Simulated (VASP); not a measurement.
# PbO2 in VASP: further runs

PbO2 is run at these levels: PBE, r2SCAN; tasks: single point.

Program: VASP 6.6.1. These are calculated values, not measurements. Logs are shortened: lines on timing, memory, paths and dates and some standing lists are left out, and cuts for length are marked.

### 1 The cell of the first run

It takes space group Fm-3m (No. 225, cubic). Conventional cell: a = 5.404 Å, b = 5.404 Å, c = 5.404 Å, α = 90.00°, β = 90.00°, γ = 90.00°. Within 3.1 Å of Pb (site symmetry m-3m) lie 8 O at 2.34 Å. Within 3.1 Å of O (site symmetry -43m) lie 4 Pb at 2.34 Å and 6 O at 2.70 Å.

### 2 Single point, PBE

Input file INCAR:

```
SYSTEM = PbO2
PREC = Accurate ; ENCUT = 600
EDIFF = 1E-6 ; ISMEAR = -1
SIGMA = 0.08617333262145177 ; LREAL = .False.
LASPH = .True. ; NELM = 120
ALGO = Normal ; ISIF = 2
LWAVE = .False. ; LCHARG = .False.
GGA = PE ; NBANDS = 20
GGA_COMPAT = .False.
```

Input file KPOINTS:

```
Automatic mesh
0
Gamma
  6 6 6
  0 0 0
```

Input file POSCAR:

```
PbO2
1.0
    0.0000000000      2.7019920000      2.7019920000
    2.7019920000      0.0000000000      2.7019920000
    2.7019920000      2.7019920000      0.0000000000
Pb O
1 2
Direct
    0.0000000000      0.0000000000      0.0000000000
    0.2500000000      0.2500000000      0.2500000000
    0.7500000000      0.7500000000      0.7500000000
```

Potentials or basis: VASP PAW PBE potentials, release 64 (Pb_d, O).

Started as:

```console
$ cat potpaw_PBE.64/Pb_d/POTCAR potpaw_PBE.64/O/POTCAR > POTCAR
$ mpirun -np 1 vasp_std > vasp.out
```

OUTCAR:

```text
SYSTEM = PbO2
   PREC = Accurate
   ENCUT = 600
   EDIFF = 1E-6
   ISMEAR = -1
   LREAL = .False.
   LASPH = .True.
   NELM = 120
   ISIF = 2
   GGA = PE

 ion  position               nearest neighbor table
   1  0.000  0.000  0.000-   3 2.34   3 2.34   3 2.34   2 2.34   2 2.34   2 2.34   3 2.34   2 2.34

   2  0.250  0.250  0.250-   1 2.34   1 2.34   1 2.34   1 2.34
   3  0.750  0.750  0.750-   1 2.34   1 2.34   1 2.34   1 2.34

  LATTYP: Found a face centered cubic cell.
 ALAT       =     5.4039840000

  Lattice vectors:

 A1 = (   0.0000000000,   2.7019920000,   2.7019920000)
 A2 = (   2.7019920000,   0.0000000000,   2.7019920000)
 A3 = (   2.7019920000,   2.7019920000,   0.0000000000)

Analysis of symmetry for initial positions (statically):
=====================================================================
 Subroutine PRICEL returns:
 Original cell was already a primitive cell.

 Routine SETGRP: Setting up the symmetry group for a
 face centered cubic supercell.

 Subroutine GETGRP returns: Found 48 space group operations
[... 9 lines left out ...]

 Routine SETGRP: Setting up the symmetry group for a
 face centered cubic supercell.

 Subroutine GETGRP returns: Found 48 space group operations
[... 11 lines left out ...]
                                     Primitive cell

  volume of cell :      39.4532

  direct lattice vectors                    reciprocal lattice vectors
     0.000000000  2.701992000  2.701992000    -0.185048660  0.185048660  0.185048660
     2.701992000  0.000000000  2.701992000     0.185048660 -0.185048660  0.185048660
     2.701992000  2.701992000  0.000000000     0.185048660  0.185048660 -0.185048660

  length of vectors
     3.821193732  3.821193732  3.821193732     0.320513682  0.320513682  0.320513682

  position of ions in fractional coordinates (direct lattice)
     0.000000000  0.000000000  0.000000000
     0.250000000  0.250000000  0.250000000
     0.750000000  0.750000000  0.750000000

  ion indices of the primitive-cell ions
   primitive index   ion index
                 1           1
                 2           2
                 3           3

----------------------------------------------------------------------------------------

 KPOINTS: Automatic mesh

Automatic generation of k-mesh.
 Grid dimensions read from file:
 generate k-points for:    6    6    6

 Generating k-lattice:

  Cartesian coordinates                     Fractional coordinates (reciprocal lattice)
    -0.030841443  0.030841443  0.030841443     0.166666667  0.000000000  0.000000000
     0.030841443 -0.030841443  0.030841443     0.000000000  0.166666667  0.000000000
     0.030841443  0.030841443 -0.030841443     0.000000000  0.000000000  0.166666667

  Length of vectors
     0.053418947  0.053418947  0.053418947

  Shift w.r.t. Gamma in fractional coordinates (k-lattice)
     0.000000000  0.000000000  0.000000000

 Subroutine IBZKPT returns following result:
 ===========================================

 Found     16 irreducible k-points:

 Following reciprocal coordinates:
            Coordinates               Weight
  0.000000  0.000000  0.000000      1.000000
  0.166667  0.000000  0.000000      8.000000
  0.333333  0.000000  0.000000      8.000000
  0.500000  0.000000  0.000000      4.000000
  0.166667  0.166667  0.000000      6.000000
  0.333333  0.166667  0.000000     24.000000
[... 8 lines left out ...]
 -0.333333  0.333333  0.166667     24.000000
 -0.333333  0.500000  0.166667     12.000000
   k-points           NKPTS =     16   k-points in BZ     NKDIM =     16   number of bands    NBANDS=     20
   number of dos      NEDOS =    301   number of ions     NIONS =      3
   total plane-waves  NPLWV =  32768
   dimension x,y,z NGX =    32 NGY =   32 NGZ =   32
   dimension x,y,z NGXF=    64 NGYF=   64 NGZF=   64
   ions per type =               1   2
   NGX,Y,Z   is equivalent  to a cutoff of  13.92, 13.92, 13.92 a.u.
   NGXF,Y,Z  is equivalent  to a cutoff of  27.84, 27.84, 27.84 a.u.
 SYSTEM =  PbO2
   PREC   = accura    normal or accurate (medium, high low for compatibility)
   ISTART =      0    job   : 0-new  1-cont  2-samecut
   ICHARG =      2    charge: 1-file 2-atom 10-const
   ISPIN  =      1    spin polarized calculation?
   LNONCOLLINEAR =      F non collinear calculations
   LSORBIT =      F    spin-orbit coupling
   LASPH  =      T    aspherical Exc in radial PAW
   ENCUT  =  600.0 eV  44.10 Ry    6.64 a.u.   7.63  7.63  7.63*2*pi/ulx,y,z
   NELM   =    120;   NELMIN=  2; NELMDL= -5     # of ELM steps
   EDIFF  = 0.1E-05   stopping-criterion for ELM
   LREAL  =      F    real-space projection
   EDIFFG = 0.1E-04   stopping-criterion for IOM
   NSW    =      0    number of steps for IOM
   IBRION =     -1    ionic relax: 0-MD 1-quasi-New 2-CG
   NFREE  =      0    steps in history (QN), initial steepest desc. (CG)
   ISIF   =      2    stress and relaxation
   ISYM   =      2    0-nonsym 1-usesym 2-fastsym
   POTIM  = 0.5000    time-step for ionic-motion
   TEBEG  =    0.0;   TEEND  =   0.0 temperature during run
   PSTRESS=    0.0 pullay stress
   NELECT =      26.0000    total number of electrons
   NUPDOWN=      -1.0000    fix difference up-down
   EMIN   =  10.00;   EMAX   =-10.00  energy-range for DOS
   EFERMI =   0.00;   METHOD = LEGACY
   ISMEAR =    -1;   SIGMA  =   0.09  broadening in eV -4-tet -1-fermi 0-gaus
   EFERMI_NEDOS =   21; number of points for ismear=-14 and -15
   IALGO  =     38    algorithm
   IMIX   =      4    mixing-type and parameters
     AMIX     =   0.40;   BMIX     =  1.00
     AMIX_MAG =   1.60;   BMIX_MAG =  1.00
  volume/ion in A,a.u.               =      13.15        88.75
  Fermi-wavevector in a.u.,A,eV,Ry     =   1.424640  2.692180 27.614384  2.029600
  Thomas-Fermi vector in A             =   2.545110
   LORBIT       =      0    0 simple, 1 ext, 2 COOP (PROOUT), +10 PAW based schemes
   GGA     = PE    functional components
   LHFCALC =     F    Hartree Fock is set to
   AEXX    =    0.0000 exact exchange contribution
   IVDW    =     0    specifies the selected vdW correction
   LEPSILON=     F    determine dielectric tensor
   LRPA    =     F    only Hartree local field effects (RPA)
 non-spin polarized calculation
  energy-cutoff  :      600.00
  volume of cell :       39.45
 maximum number of plane-waves:      1363
 NGX is ok and might be reduce to    32

 number of electron      25.9999996 magnetization

 Free energy of the ion-electron system (eV)
  ---------------------------------------------------
  ext. energy  EPLUGINS =         0.00000000
  ---------------------------------------------------
  free energy    TOTEN  =       -15.61674052 eV

  energy without entropy =      -15.60661581  energy(sigma->0) =      -15.61167816

 E-fermi :   5.7888     XC(G=0): -11.1435

 val. band max:        5.6209777248   @ k =  -0.3333   0.5000   0.1667
 cond. band min:       5.9330058844   @ k =   0.1667   0.1667   0.0000
 fundamental gap:      0.3120281596
 Fermi energy:         5.7888086826

 k-point     1 :       0.0000    0.0000    0.0000
  band No.  band energies     occupation
      1     -12.8706      2.00000
      2     -10.0613      2.00000
      3     -10.0567      2.00000
      4     -10.0567      2.00000
      5     -10.0567      2.00000
      6      -9.8247      2.00000
[... 12 lines left out ...]
     19      21.2151      0.00000
     20      21.2151      0.00000

 k-point     2 :       0.1667    0.0000    0.0000
  band No.  band energies     occupation
      1     -12.6590      2.00000
      2     -10.9138      2.00000
      3     -10.0269      2.00000
      4     -10.0269      2.00000
      5      -9.8250      2.00000
      6      -9.8250      2.00000
[... 12 lines left out ...]
     19      21.0090      0.00000
     20      21.0090      0.00000

 k-point     3 :       0.3333    0.0000    0.0000
  band No.  band energies     occupation
      1     -12.2965      2.00000
      2     -11.3124      2.00000
      3      -9.9906      2.00000
      4      -9.9906      2.00000
      5      -9.8004      2.00000
      6      -9.8004      2.00000
[... 12 lines left out ...]
     19      20.7809      0.00000
     20      20.7809      0.00000

 k-point     4 :       0.5000    0.0000    0.0000
  band No.  band energies     occupation
      1     -12.2542      2.00000
      2     -11.2002      2.00000
      3      -9.9859      2.00000
      4      -9.9859      2.00000
      5      -9.7737      2.00000
      6      -9.7737      2.00000
[... 12 lines left out ...]
     19      20.7057      0.00000
     20      20.7057      0.00000

 k-point     5 :       0.1667    0.1667    0.0000
  band No.  band energies     occupation
      1     -12.5787      2.00000
      2     -11.0839      2.00000
      3      -9.9975      2.00000
      4      -9.9975      2.00000
      5      -9.8502      2.00000
      6      -9.8087      2.00000
[... 12 lines left out ...]
     19      21.0490      0.00000
     20      21.3300      0.00000
[... 169 lines left out ...]
      6      -9.7605      2.00000
[... 12 lines left out ...]
     19      21.8287      0.00000
     20      22.4251      0.00000

 k-point    14 :       0.5000    0.3333    0.1667
  band No.  band energies     occupation
      1     -11.9237      2.00000
      2     -11.7888      2.00000
      3      -9.8939      2.00000
      4      -9.8793      2.00000
      5      -9.8109      2.00000
      6      -9.5466      2.00000
[... 12 lines left out ...]
     19      21.3082      0.00000
     20      23.3341      0.00000

 k-point    15 :      -0.3333    0.3333    0.1667
  band No.  band energies     occupation
      1     -11.9600      2.00000
      2     -11.7329      2.00000
      3      -9.8871      2.00000
      4      -9.8617      2.00000
      5      -9.7956      2.00000
      6      -9.1172      2.00000
[... 12 lines left out ...]
     19      21.3403      0.00000
     20      23.3678      0.00000

 k-point    16 :      -0.3333    0.5000    0.1667
  band No.  band energies     occupation
      1     -11.9771      2.00000
      2     -11.6944      2.00000
      3      -9.9131      2.00000
      4      -9.8051      2.00000
      5      -9.7900      2.00000
      6      -9.3364      2.00000
[... 12 lines left out ...]
     19      22.1506      0.00000
     20      22.5113      0.00000

------------------------ aborting loop because EDIFF is reached ----------------------------------------

  FORCE on cell =-STRESS in cart. coord.  units (eV):
  Direction    XX          YY          ZZ          XY          YZ          ZX
  --------------------------------------------------------------------------------------
  -------------------------------------------------------------------------------------
  Total        0.0718732      0.0718732      0.0718732      0.0000000      0.0000000     -0.0000000
  in kB        2.9187380      2.9187380      2.9187380      0.0000000      0.0000000     -0.0000000
  external PRESSURE =       2.9187380 kB  Pullay stress =       0.0000000 kB

 VOLUME and BASIS-vectors are now :
 -----------------------------------------------------------------------------
  energy-cutoff  :      600.00
  volume of cell :       39.45
      direct lattice vectors                 reciprocal lattice vectors
     0.000000000  2.701992000  2.701992000    -0.185048660  0.185048660  0.185048660
     2.701992000  0.000000000  2.701992000     0.185048660 -0.185048660  0.185048660
     2.701992000  2.701992000  0.000000000     0.185048660  0.185048660 -0.185048660

 POSITION                                       TOTAL-FORCE (eV/Angst)
 -----------------------------------------------------------------------------------
      0.00000      0.00000      0.00000         0.000000     -0.000000     -0.000000
      1.35100      1.35100      1.35100         0.000000     -0.000000      0.000000
      4.05299      4.05299      4.05299        -0.000000      0.000000     -0.000000
 -----------------------------------------------------------------------------------
    total drift:                                0.000000     -0.000000      0.000000

  FREE ENERGIE OF THE ION-ELECTRON SYSTEM (eV)
  ---------------------------------------------------
  free  energy   TOTEN  =       -15.6167405190 eV

  energy  without entropy=      -15.6066158087  energy(sigma->0) =      -15.61167816
```

Wall time 27 s (1 thread of Intel Xeon 8259CL, shared host); peak memory 0.18 GiB.

What came out:

```yaml
Free_energy: -15.6167 eV
Pressure: 0.3 GPa
Band_gap_on_the_k_mesh: zero (band 13 reaches 5.62 eV, above the bottom of band 14 at 4.43 eV)
```

Caveat: spin-orbit coupling is left out, which moves the levels of the heavy elements.

### 3 Single point, PBE

Input file INCAR:

```
SYSTEM = PbO2
PREC = Accurate
ENCUT = 910
EDIFF = 1E-6
ISMEAR = 0
SIGMA = 0.1
LREAL = .False.
LASPH = .True.
NELM = 120
ALGO = Normal
ISIF = 2
LWAVE = .False.
LCHARG = .False.
GGA = PE
ISYM = 0
NBANDS = 20
GGA_COMPAT = .False.
```

Input file KPOINTS:

```
Automatic mesh
0
Gamma
  2 2 2
  0.25 0.25 0.25
```

Changes to POSCAR since step 2:

```diff
@@ -10,2 +10,2 @@
     0.2500000000      0.2500000000      0.2500000000
-    0.7500000000      0.7500000000      0.7500000000
+    0.7592524330      0.7407475670      0.7592524330
```

Potentials or basis: VASP PAW PBE potentials, release 64 (Pb_d, O_h).

Started as:

```console
$ cat potpaw_PBE.64/Pb_d/POTCAR potpaw_PBE.64/O_h/POTCAR > POTCAR
$ mpirun -np 1 vasp_std > vasp.out
```

Run time: 82 s. Hardware: 1 thread of AMD EPYC 7R43 (Zen 3), shared host; peak memory 0.22 GiB.

The run converged. Its results:

```
Free energy            : -15.5503 eV
Pressure               : 1.4 GPa
Largest force          : 0.301 eV/Å
Band gap on the k mesh : 0.21 eV, indirect (least direct gap 1.13 eV)
```

Forces on the atoms (eV/Å):
```
Pb   0.000  0.148  0.000
O    0.000  0.153  0.000
O    0.000 -0.301  0.000
```

Stress tensor (GPa, compression positive):
```
1.37 0.00 0.24
0.00 1.53 0.00
0.24 0.00 1.37
```

Levels at points of the mesh, in eV from the valence-band top:
```
           k point  band 10  band 11  band 12  band 13  band 14  band 15  band 16  band 17
(0.12, 0.12, 0.12)    -1.87    -1.82    -0.96    -0.91     0.21     7.02     7.47     7.64
```

Caveat: the k points lie up to 1.01 Å⁻¹ apart; the cutoff is under 1.25 times the usual one of these potentials, so pressure, stress and relaxed cells hold a basis-set (Pulay) error; spin-orbit coupling is left out, which moves the levels of the heavy elements.

### 4 Single point, r2SCAN

Changes to POSCAR since step 3:

```diff
@@ -10,2 +10,2 @@
     0.2500000000      0.2500000000      0.2500000000
-    0.7592524330      0.7407475670      0.7592524330
+    0.7500000000      0.7500000000      0.7500000000
```

Input file INCAR.step1:

```
SYSTEM = PbO2
  ALGO = Normal
  EDIFF = 1E-5
  ENCUT = 910
  GGA = PE
  GGA_COMPAT = .False.
  ISMEAR = -1
  LASPH = .True.
  LCHARG = .False.
  LREAL = .False.
  LWAVE = .True.
  NBANDS = 20
  NELM = 120
  PREC = Accurate
  SIGMA = 0.45
```

Input file INCAR.step2:

```
SYSTEM = PbO2
  ALGO = Normal
  EDIFF = 1E-6
  ENCUT = 910
  GGA_COMPAT = .False.
  ISIF = 2
  ISMEAR = -1
  ISTART = 1
  LASPH = .True.
  LCHARG = .False.
  LMIXTAU = .True.
  LREAL = .False.
  LWAVE = .False.
  METAGGA = R2SCAN
  NBANDS = 20
  NELM = 120
  PREC = Accurate
  SIGMA = 0.45
```

Input file KPOINTS:

```
k-points
0
Gamma
  6 6 6
  0 0 0
```

Started as:

```console
$ cat potpaw_PBE.64/Pb_d/POTCAR potpaw_PBE.64/O_h/POTCAR > POTCAR
$ cp INCAR.step1 INCAR
$ mpirun -np 1 vasp_std > vasp.out
$ cp INCAR.step2 INCAR
$ mpirun -np 1 vasp_std > vasp.out
```

Run time: 64 s. Hardware: 1 thread of Intel Xeon 6975P-C (Granite Rapids), shared host; peak memory 0.27 GiB.

Results (log left out):

| Quantity | Value |
| --- | --- |
| Free energy | -70.9568 eV |
| Pressure | -2.4 GPa |
| Band gap on the k mesh | zero (band 13 reaches 5.60 eV, above the bottom of band 14 at 4.40 eV) |

Levels at points of the mesh, in eV from the Fermi level:
```
           k point  band 11  band 12  band 13  band 14  band 15  band 16
(0.00, 0.00, 0.00)    -2.84    -2.05    -2.05    -2.05     6.87     6.87
(0.50, 0.00, 0.00)    -3.60    -2.27    -2.27     2.05     6.82     9.50
(0.50, 0.50, 0.00)    -1.08    -0.97    -0.97     1.16     6.09     8.98
```

Caveat: the cutoff is under 1.25 times the usual one of these potentials, so pressure, stress and relaxed cells hold a basis-set (Pulay) error; the PAW data sets were made with another functional, which shifts forces and pressure a little; spin-orbit coupling is left out, which moves the levels of the heavy elements.

### 5 Overview

```csv
level,potentials or basis,k mesh,cutoff (eV),smearing,second run,gap on the mesh (eV),pressure (GPa)
PBE,"VASP PAW PBE potentials, release 64 (Pb_d, O)",6 × 6 × 6,600,fermi-dirac 0.0861733 eV,-,none,0.3
PBE,"VASP PAW PBE potentials, release 64 (Pb_d, O_h)","2 × 2 × 2, shifted",910,gaussian 0.1 eV,hard_potentials,0.21,1.4
r2SCAN,"VASP PAW PBE potentials, release 64 (Pb_d, O_h)",6 × 6 × 6,910,fermi-dirac 0.45 eV,hard_potentials,none,-2.4
```

Some of these runs hold the atoms at other places in the same cell, which the table doesn't show; runs alike in all that it shows share one row.

Alike in all rows: task single point; no spin polarisation; cell as given.

Caveats: some runs use coarse meshes; spin-orbit coupling is left out, which moves the levels of the heavy elements; the cutoff is under 1.25 times the usual one of these potentials, so pressure, stress and relaxed cells hold a basis-set (Pulay) error (some runs); the PAW data sets were made with another functional, which shifts forces and pressure a little (some runs).

Total energies depend on the potentials used, so only differences within one code and one set of settings carry meaning.
